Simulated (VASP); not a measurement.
The system is BaAl2B4.

```
CELL_PARAMETERS angstrom
1.91960 -6.48102 0.00000
1.91960 6.48102 0.00000
0.00000 0.00000 3.79824
ATOMIC_POSITIONS crystal
Ba 0.00000 0.00000 0.00000
Al 0.58927 0.41073 0.50000
Al 0.41073 0.58927 0.50000
B 0.81034 0.18966 0.50000
B 0.18966 0.81034 0.50000
B 0.69611 0.30389 0.00000
B 0.30389 0.69611 0.00000
```

The cell was built from a structure type or drawn by symmetry, and may not be a known phase.

```yaml
Program: VASP 6.6.1
Task: relaxation of cell and atoms
Functional: PBE
Potentials_or_basis: VASP PAW PBE potentials, release 64 (Ba_sv, Al, B)
Cutoff: 600 eV
k_mesh: 6 × 6 × 4
Occupations: gaussian, width 0.1 eV
Spin: no spin polarisation
```

At the start: pressure 3.3 GPa; volume 13.50 Å³/atom.

Problem. Where does the relaxation end?

Solution. Over 32 steps the energy falls by 1097.8 meV/atom and the volume is 15.09 Å³/atom (+11.8 %); space group Cmmm (No. 65, to 0.1 Å) before and after.

The path:
```
step  energy change (eV)  largest force (eV/Å)  pressure (GPa)  volume (Å³)
   1              0.0000                5.2219            3.33        94.51
   2             -2.3227                1.8895           -1.33        98.33
   3             -3.1368                1.4033           -1.34       101.68
   4             -3.1407                1.3865           -1.05       102.02
   5             -3.6957                1.5778           -0.61       101.12
   6             -3.7349                6.1719           11.44        96.55
   7             -4.2858                3.0808            3.32        99.12
   8             -4.5083                2.8929            2.77        99.31
   9             -5.1378                2.3625            1.66        99.67
  10             -6.1235                1.8901            6.53        99.38
  11             -6.1296                1.8884            5.60        99.46
  12             -6.2906                1.2074            2.48       101.28
  13             -6.3610                0.5805           -1.52       104.06
  14             -6.3621                0.5202           -1.13       103.76
  15             -6.3980                0.5754           -0.60       103.42
  16             -6.4580                0.7165            1.06       102.37
  17             -6.4617                0.7546            1.64       102.03
  18             -6.4917                0.7381            1.60       102.17
  19             -6.5813                0.7031            1.50       102.58
  20             -6.7618                0.8128            1.29       103.40
  21             -7.1028                0.9169            1.03       105.04
  22             -7.3812                0.6388            1.20       108.25
  23             -7.4960                0.5374           -0.47       109.70
  24             -7.5345                0.4918           -1.97       111.20
  25             -7.5927                0.3158           -0.93       109.52
  26             -7.6377                0.2663            0.99       106.80
  27             -7.6392                0.2902            1.45       106.21
  28             -7.6713                0.2552            0.15       106.56
  29             -7.6738                0.2425           -0.30       106.69
  30             -7.6794                0.1750           -0.20       106.37
  31             -7.6849                0.0435            0.10       105.54
  32             -7.6849                0.0320            0.06       105.63
```

Final structure:
```cif
data_structure
_symmetry_space_group_name_H-M 'P 1'
_symmetry_Int_Tables_number 1
_cell_length_a 7.7166
_cell_length_b 7.7166
_cell_length_c 3.1466
_cell_angle_alpha 90.000
_cell_angle_beta 90.000
_cell_angle_gamma 145.683
_cell_volume 105.63
loop_
_atom_site_label
_atom_site_type_symbol
_atom_site_fract_x
_atom_site_fract_y
_atom_site_fract_z
_atom_site_occupancy
Ba1 Ba 0.00000 0.00000 0.00000 1
Al1 Al 0.67300 0.32700 0.50000 1
Al2 Al 0.32700 0.67300 0.50000 1
B1 B 0.82716 0.17284 0.50000 1
B2 B 0.17284 0.82716 0.50000 1
B3 B 0.78924 0.21076 0.00000 1
B4 B 0.21076 0.78924 0.00000 1
```

Caveat: the k points lie up to 0.50 Å⁻¹ apart in the final cell, too coarse for converged energies and pressures of a metal; a cell axis changed by over 15 % at a fixed basis, so the end point is rough.
